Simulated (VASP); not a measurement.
Sr2O, 3 atoms in the cell. The cell holds a sheet with vacuum, 3 atoms: a = 3.789 Å, b = 3.789 Å, c = 30.001 Å, α = 90.00°, β = 90.00°, γ = 120.00°. 

* Program: VASP 6.6.1
* Task: single point
* Functional: PBE
* Potentials or basis: VASP PAW PBE potentials, release 64 (Sr_sv, O)
* Cutoff: 520 eV
* k mesh: 12 × 12 × 1
* Occupations: gaussian, width 0.1 eV
* Spin: no spin polarisation
* Dipole correction: yes
* Further INCAR settings: ALGO = Normal; EDIFF = 1e-07; NBANDS = 20

Potentials or basis: VASP PAW PBE potentials, release 64 (Sr_sv, O).

The run is started by

```sh
$ cat potpaw_PBE.64/Sr_sv/POTCAR potpaw_PBE.64/O/POTCAR > POTCAR
$ mpirun -np 1 vasp_std > vasp.out
```

Hardware: 1 thread of Intel(R) Xeon(R) 6975P-C (Granite Rapids), with other jobs on the host.

Q: Estimate the wall time of this run.

A: Wall time 3.3 min on 1 thread of Intel(R) Xeon(R) 6975P-C (Granite Rapids), with other jobs on the host, peak memory 0.49 GiB. Counts: scf iterations 26, k points 19.
